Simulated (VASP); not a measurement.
# GaAs (F-43m) in VASP: further runs

GaAs is run at these levels: PBEsol; tasks: relaxation of cell and atoms.

All numbers are computed with VASP 6.6.1; they aren't measurements. Logs are shortened: lines on timing, memory, paths and dates and some standing lists are left out, and cuts for length are marked.

**1. The cell of the first run**

Symmetry: F-43m, No. 216, cubic system. The conventional cell has a = 5.658 Å, b = 5.658 Å, c = 5.658 Å, α = 90.00°, β = 90.00°, γ = 90.00°. Within 3.2 Å of Ga (site symmetry -43m) lie 4 As at 2.45 Å. As (site symmetry -43m) has 4 Ga at 2.45 Å within 3.2 Å.

**2. Relaxation of cell and atoms, PBEsol, target pressure 15 GPa, at which the enthalpy is minimised**

INCAR

```
SYSTEM = GaAs
ALGO     = Normal         ! electronic algorithm
EDIFF    = 1E-6           ! SCF threshold, eV
EDIFFG   = -0.002         ! ionic threshold
ENCUT    = 600            ! plane-wave cutoff, eV
GGA      = PS             ! functional
IBRION   = 2              ! ionic algorithm
ISIF     = 3              ! what is computed and relaxed
ISMEAR   = 0              ! smearing method
LASPH    = .TRUE.         ! aspherical terms in the spheres
LCHARG   = .FALSE.        ! write CHGCAR
LREAL    = .FALSE.        ! projectors in reciprocal space
LWAVE    = .FALSE.        ! write WAVECAR
NELM     = 100            ! most SCF steps
NSW      = 100            ! ionic steps
PREC     = Accurate       ! precision mode
PSTRESS  = 150.0        
SIGMA    = 0.01           ! smearing width, eV
```

KPOINTS

```
k-points
0
G
  8 8 8
  0 0 0
```

POSCAR

```
GaAs
1.0
    0.0000000000      2.8291964418      2.8291964418
    2.8291964418      0.0000000000      2.8291964418
    2.8291964418      2.8291964418      0.0000000000
Ga As
1 1
Direct
    0.0000000000      0.0000000000      0.0000000000
    0.7500000000      0.7500000000      0.7500000000
```

Potentials or basis: VASP PAW PBE potentials, release 64 (Ga_d, As).

Command:

```bash
$ cat potpaw_PBE.64/Ga_d/POTCAR potpaw_PBE.64/As/POTCAR > POTCAR
$ mpirun -np 1 vasp_std > vasp.out
```

OUTCAR:

```text
SYSTEM = GaAs
   EDIFF = 1E-6
   EDIFFG = -0.002
   ENCUT = 600
   GGA = PS
   IBRION = 2
   ISIF = 3
   ISMEAR = 0
   LASPH = .TRUE.
   LREAL = .FALSE.
   NELM = 100
   NSW = 100
   PREC = Accurate
   PSTRESS = 150.0

 ion  position               nearest neighbor table
   1  0.000  0.000  0.000-   2 2.45   2 2.45   2 2.45   2 2.45
   2  0.750  0.750  0.750-   1 2.45   1 2.45   1 2.45   1 2.45

  LATTYP: Found a face centered cubic cell.
 ALAT       =     5.6583928836

  Lattice vectors:

 A1 = (   0.0000000000,   2.8291964418,   2.8291964418)
 A2 = (   2.8291964418,   0.0000000000,   2.8291964418)
 A3 = (   2.8291964418,   2.8291964418,   0.0000000000)

Analysis of symmetry for initial positions (statically):
=====================================================================
 Subroutine PRICEL returns:
 Original cell was already a primitive cell.

 Routine SETGRP: Setting up the symmetry group for a
 face centered cubic supercell.

 Subroutine GETGRP returns: Found 24 space group operations
 (whereof 24 operations were pure point group operations)
 out of a pool of 48 trial point group operations.

The static configuration has the point symmetry T_d .

Analysis of symmetry for dynamics (positions and initial velocities):
=====================================================================
 Subroutine PRICEL returns:
 Original cell was already a primitive cell.

 Routine SETGRP: Setting up the symmetry group for a
 face centered cubic supercell.

 Subroutine GETGRP returns: Found 24 space group operations
 (whereof 24 operations were pure point group operations)
 out of a pool of 48 trial point group operations.

The dynamic configuration has the point symmetry T_d .

 Subroutine INISYM returns: Found 24 space group operations
 (whereof 24 operations are pure point group operations),
 and found     1 'primitive' translations

----------------------------------------------------------------------------------------

                                     Primitive cell

  volume of cell :      45.2918

  direct lattice vectors                    reciprocal lattice vectors
     0.000000000  2.829196442  2.829196442    -0.176728626  0.176728626  0.176728626
     2.829196442  0.000000000  2.829196442     0.176728626 -0.176728626  0.176728626
     2.829196442  2.829196442  0.000000000     0.176728626  0.176728626 -0.176728626

  length of vectors
     4.001087979  4.001087979  4.001087979     0.306102959  0.306102959  0.306102959

  position of ions in fractional coordinates (direct lattice)
     0.000000000  0.000000000  0.000000000
     0.750000000  0.750000000  0.750000000

[... 66 lines left out ...]
 SYSTEM =  GaAs
   PREC   = accura    normal or accurate (medium, high low for compatibility)
   ISTART =      0    job   : 0-new  1-cont  2-samecut
   ICHARG =      2    charge: 1-file 2-atom 10-const
   ISPIN  =      1    spin polarized calculation?
   LNONCOLLINEAR =      F non collinear calculations
   LSORBIT =      F    spin-orbit coupling
   LASPH  =      T    aspherical Exc in radial PAW
   ENCUT  =  600.0 eV  44.10 Ry    6.64 a.u.   7.99  7.99  7.99*2*pi/ulx,y,z
   NELM   =    100;   NELMIN=  2; NELMDL= -5     # of ELM steps
   EDIFF  = 0.1E-05   stopping-criterion for ELM
   LREAL  =      F    real-space projection
   EDIFFG = -.2E-02   stopping-criterion for IOM
   NSW    =    100    number of steps for IOM
   IBRION =      2    ionic relax: 0-MD 1-quasi-New 2-CG
   NFREE  =      1    steps in history (QN), initial steepest desc. (CG)
   ISIF   =      3    stress and relaxation
   ISYM   =      2    0-nonsym 1-usesym 2-fastsym
   POTIM  = 0.5000    time-step for ionic-motion
   TEBEG  =    0.0;   TEEND  =   0.0 temperature during run
   PSTRESS=  150.0 pullay stress
   NELECT =      18.0000    total number of electrons
   NUPDOWN=      -1.0000    fix difference up-down
   EMIN   =  10.00;   EMAX   =-10.00  energy-range for DOS
   EFERMI =   0.00;   METHOD = LEGACY
   ISMEAR =     0;   SIGMA  =   0.01  broadening in eV -4-tet -1-fermi 0-gaus
   EFERMI_NEDOS =   21; number of points for ismear=-14 and -15
   IALGO  =     38    algorithm
   IMIX   =      4    mixing-type and parameters
     AMIX     =   0.40;   BMIX     =  1.00
     AMIX_MAG =   1.60;   BMIX_MAG =  1.00
  volume/ion in A,a.u.               =      22.65       152.82
  Fermi-wavevector in a.u.,A,eV,Ry     =   1.203629  2.274529 19.711063  1.448722
  Thomas-Fermi vector in A             =   2.339377
   LORBIT       =      0    0 simple, 1 ext, 2 COOP (PROOUT), +10 PAW based schemes
   GGA     = PS    functional components
   LHFCALC =     F    Hartree Fock is set to
   AEXX    =    0.0000 exact exchange contribution
   IVDW    =     0    specifies the selected vdW correction
   LEPSILON=     F    determine dielectric tensor
   LRPA    =     F    only Hartree local field effects (RPA)
 conjugate gradient relaxation of ions
 non-spin polarized calculation
 Gauss-broadening in eV      SIGMA  =   0.01
  energy-cutoff  :      600.00
  volume of cell :       45.29
 maximum number of plane-waves:      1540
   NGX = 15   NGY = 15   NGZ = 15

--------------------------------------- Ionic step        1  -------------------------------------------

 number of electron      18.0000011 magnetization

 Free energy of the ion-electron system (eV)
  ---------------------------------------------------
  ext. energy  EPLUGINS =         0.00000000
  ---------------------------------------------------
  free energy    TOTEN  =        -9.08734297 eV

  energy without entropy =       -9.08734297  energy(sigma->0) =       -9.08734297

 E-fermi :   3.8794     XC(G=0):  -9.7611

 val. band max:        3.7824380871   @ k =   0.0000   0.0000   0.0000
 cond. band min:       4.2191075457   @ k =   0.0000   0.0000   0.0000
 fundamental gap:      0.4366694586
 Fermi energy:         3.8793790316

 k-point     1 :       0.0000    0.0000    0.0000
  band No.  band energies     occupation
      1     -10.9904      2.00000
      2     -10.9904      2.00000
      3     -10.9904      2.00000
      4     -10.9110      2.00000
      5     -10.9110      2.00000
      6      -8.9521      2.00000
      7       3.7824      2.00000
      8       3.7824      2.00000
      9       3.7824      2.00000
     10       4.2191      0.00000
     11       7.4710      0.00000
     12       7.4710      0.00000
     13       7.4710      0.00000
[... 671 lines left out ...]
--------------------------------------- Ionic step        9  -------------------------------------------

 number of electron      18.0000005 magnetization

 Free energy of the ion-electron system (eV)
  ---------------------------------------------------
  ext. energy  EPLUGINS =         0.00000000
  ---------------------------------------------------
  free energy    TOTEN  =        -8.82767959 eV

  energy without entropy =       -8.82767959  energy(sigma->0) =       -8.82767959

 E-fermi :   5.4006     XC(G=0): -10.4484

 val. band max:        5.3103900027   @ k =   0.0000   0.0000   0.0000
 cond. band min:       6.3398398782   @ k =   0.5000   0.5000   0.0000
 fundamental gap:      1.0294498755
 Fermi energy:         5.4005569683

 k-point     1 :       0.0000    0.0000    0.0000
  band No.  band energies     occupation
      1      -9.8182      2.00000
      2      -9.8182      2.00000
      3      -9.8182      2.00000
      4      -9.6940      2.00000
      5      -9.6940      2.00000
      6      -8.6168      2.00000
      7       5.3104      2.00000
      8       5.3104      2.00000
      9       5.3104      2.00000
     10       6.9209      0.00000
     11       9.0083      0.00000
     12       9.0083      0.00000
     13       9.0083      0.00000
[... 401 lines left out ...]
  energy  without entropy=       -8.8276795876  energy(sigma->0) =       -8.82767959

  enthalpy is  TOTEN    =        -5.1776544245 eV   P V=        3.6500251630

 reached required accuracy - stopping structural energy minimisation
```

OSZICAR:

```text
N       E                     dE             d eps       ncg     rms          rms(c)
DAV:   1     0.862750681027E+02    0.86275E+02   -0.99469E+03   759   0.200E+03
DAV:   2    -0.244846533107E+01   -0.88724E+02   -0.85632E+02   829   0.360E+02
DAV:   3    -0.917080307922E+01   -0.67223E+01   -0.66374E+01   959   0.790E+01
DAV:   4    -0.928488234275E+01   -0.11408E+00   -0.11403E+00   832   0.114E+01
[... 71 lines left out ...]
       N       E                     dE             d eps       ncg     rms          rms(c)
DAV:   1    -0.882768809249E+01    0.85250E-03   -0.11348E-04   994   0.244E-01    0.172E-02
DAV:   2    -0.882768118767E+01    0.69048E-05   -0.12811E-05   924   0.101E-01    0.768E-03
DAV:   3    -0.882767968134E+01    0.15063E-05   -0.16706E-06   377   0.325E-02    0.180E-03
DAV:   4    -0.882767958755E+01    0.93790E-07   -0.32414E-07   387   0.804E-03
   9 F= -.51776544E+01 E0= -.51776544E+01  d E =-.279995E-04
```

It took 52 s on 1 thread of AMD EPYC 9R45 (Zen 5), shared host; peak memory 0.18 GiB.

Results:

| Quantity | Value |
| --- | --- |
| Free energy | -8.8277 eV |
| Relaxed volume | 19.49 Å³/atom |
| Relaxed cell | a = 3.806 Å, b = 3.806 Å, c = 3.806 Å, α = 60.00°, β = 60.00°, γ = 60.00° |
| Space group after relaxing (to 0.05 Å) | F-43m (No. 216) |
| Energy change on relaxing (the enthalpy is what falls) | +129.8 meV/atom |
| Ionic steps | 9 |
| Pressure after relaxing | 15.0 GPa |
| Band gap on the k mesh | 1.03 eV, indirect (least direct gap 1.61 eV) |

Step by step:
| step | energy change (eV) | largest force (eV/Å) | pressure (GPa) | volume (Å³) |
| --- | --- | --- | --- | --- |
| 1 | 0.0000 | 0.0000 | 0.14 | 45.29 |
| 2 | 1.3549 | 0.0000 | 46.52 | 32.87 |
| 3 | 0.2403 | 0.0000 | 14.38 | 39.20 |
| 4 | 0.2543 | 0.0000 | 14.81 | 39.04 |
| 5 | 0.2654 | 0.0000 | 15.20 | 38.93 |
| 6 | 0.2539 | 0.0000 | 14.74 | 39.05 |
| 7 | 0.2603 | 0.0000 | 15.08 | 38.98 |
| 8 | 0.2588 | 0.0000 | 14.90 | 39.00 |
| 9 | 0.2597 | 0.0000 | 15.00 | 38.99 |

Final structure:
```
CELL_PARAMETERS angstrom
0.00000 2.69130 2.69130
2.69130 0.00000 2.69130
2.69130 2.69130 0.00000
ATOMIC_POSITIONS crystal
Ga 0.00000 0.00000 0.00000
As 0.75000 0.75000 0.75000
```

Levels at points of the mesh, in eV from the valence-band top:
```
           k point  band 6  band 7  band 8  band 9  band 10  band 11  band 12  band 13
(0.00, 0.00, 0.00)  -13.93    0.00    0.00    0.00     1.61     3.70     3.70     3.70
(0.50, 0.00, 0.00)  -11.64   -7.59   -1.40   -1.40     1.36     4.59     4.59     7.65
(0.50, 0.50, 0.00)  -10.69   -7.61   -3.27   -3.27     1.03     1.43    11.34    11.34
```

Caveat: the cell is relaxed towards a set pressure, so the enthalpy falls and the energy may rise; the PAW data sets were made with another functional, which shifts forces and pressure a little.

**3. Relaxation of cell and atoms, PBEsol**

This run uses another cell than the first one, of 22.59 Å³/atom, 0.998 times its volume.

INCAR

```
SYSTEM = GaAs
PREC = Accurate
ENCUT = 600
EDIFF = 1E-6
ISMEAR = -1
SIGMA = 0.05
LREAL = .FALSE.
LASPH = .TRUE.
NELM = 80
ALGO = Normal
ISIF = 3
LWAVE = .FALSE.
LCHARG = .FALSE.
GGA = PS
IBRION = 2
NSW = 100
EDIFFG = -0.002
```

KPOINTS

```
regular mesh
0
G
  14 14 14
  0 0 0
```

POSCAR

```
GaAs
1.0
    0.0000000000      2.8268500000      2.8268500000
    2.8268500000      0.0000000000      2.8268500000
    2.8268500000      2.8268500000      0.0000000000
Ga As
1 1
Direct
    0.0000000000      0.0000000000      0.0000000000
    0.7500000000      0.7500000000      0.7500000000
```

Potentials or basis: VASP PAW PBE potentials, release 64 (Ga_d, As).

Command:

```bash
$ cat potpaw_PBE.64/Ga_d/POTCAR potpaw_PBE.64/As/POTCAR > POTCAR
$ mpirun -np 1 vasp_std > vasp.out
```

Run time: 1.9 min. Hardware: 1 thread of Intel Xeon Platinum 8488C (Sapphire Rapids), shared host; peak memory 0.25 GiB.

The run converged. Its results:

```yaml
Free_energy: -9.0927 eV
Relaxed_volume: 22.70 Å³/atom
Relaxed_cell: a = 4.004 Å, b = 4.004 Å, c = 4.004 Å, α = 60.00°, β = 60.00°, γ = 60.00°
Space_group_after_relaxing_to_0.05_Å: F-43m (No. 216)
Energy_gained_by_relaxing: 0.1 meV/atom
Ionic_steps: 6
Pressure_after_relaxing: 0.0 GPa
Band_gap_on_the_k_mesh: 0.42 eV, direct
```

The path:
```csv
step,energy change (eV),largest force (eV/Å),pressure (GPa),volume (Å³)
1,0.0000,0.0000,0.34,45.18
2,-0.0002,0.0000,-0.19,45.50
3,-0.0003,0.0000,0.01,45.41
4,-0.0003,0.0000,-0.06,45.41
5,-0.0002,0.0000,0.11,45.36
6,-0.0003,0.0000,-0.01,45.39
```

Final structure:
```cif
data_structure
_symmetry_space_group_name_H-M 'P 1'
_symmetry_Int_Tables_number 1
_cell_length_a 4.0041
_cell_length_b 4.0041
_cell_length_c 4.0041
_cell_angle_alpha 60.000
_cell_angle_beta 60.000
_cell_angle_gamma 60.000
_cell_volume 45.39
loop_
_atom_site_label
_atom_site_type_symbol
_atom_site_fract_x
_atom_site_fract_y
_atom_site_fract_z
_atom_site_occupancy
Ga1 Ga 0.00000 0.00000 0.00000 1
As1 As 0.75000 0.75000 0.75000 1
```

Levels at points of the mesh, in eV from the valence-band top:
| k point | band 7 | band 8 | band 9 | band 10 | band 11 | band 12 |
| --- | --- | --- | --- | --- | --- | --- |
| (0.00, 0.00, 0.00) | 0.00 | 0.00 | 0.00 | 0.42 | 3.69 | 3.69 |
| (0.50, 0.00, 0.00) | -6.65 | -1.14 | -1.14 | 0.92 | 4.58 | 4.58 |
| (0.50, 0.50, 0.00) | -6.83 | -2.68 | -2.68 | 1.36 | 1.58 | 10.09 |

Caveat: the PAW data sets were made with another functional, which shifts forces and pressure a little. A k mesh can miss the band edges.
